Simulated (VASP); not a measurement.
Input of a VASP 6.6.1 run:

INCAR

```
  PREC = Accurate
  ENCUT = 600
  EDIFF = 1E-6
  ISMEAR = -1
  SIGMA = 0.08
  LREAL = False
  LASPH = True
  NELM = 120
  ALGO = Normal
  ISIF = 2
  LWAVE = False
  LCHARG = False
  GGA = PS
  NBANDS = 25
  GGA_COMPAT = False
```

File KPOINTS:

```
regular mesh
0
Gamma
  7 7 10
```

Contents of POSCAR:

```
MgF2
1.0
    4.6392492389      0.0000000000      0.0000000000
    0.0000000000      4.6392492389      0.0000000000
    0.0000000000      0.0000000000      3.0624562022
Mg F
2 4
Direct
    0.0000000000      0.0000000000      0.0000000000
    0.5000000000      0.5000000000      0.5000000000
    0.3033899452      0.3033899452      0.0000000000
    0.6966100548      0.6966100548      0.0000000000
    0.8033899452      0.1966100548      0.5000000000
    0.1966100548      0.8033899452      0.5000000000
```

Potentials or basis: VASP PAW PBE potentials, release 64 (Mg, F).

Run with:

```console
$ cat potpaw_PBE.64/Mg/POTCAR potpaw_PBE.64/F/POTCAR > POTCAR
$ mpirun -np 1 vasp_std > vasp.out
```

Task: Predict the pressure.

Result: -1.0 GPa.

Task: What does it give for the band gap on the k mesh?

Result: 6.86 eV.

Caveat: the PAW data sets were made with another functional, which shifts forces and pressure a little; an odd mesh through Γ misses points on the zone boundary, where band edges can lie.
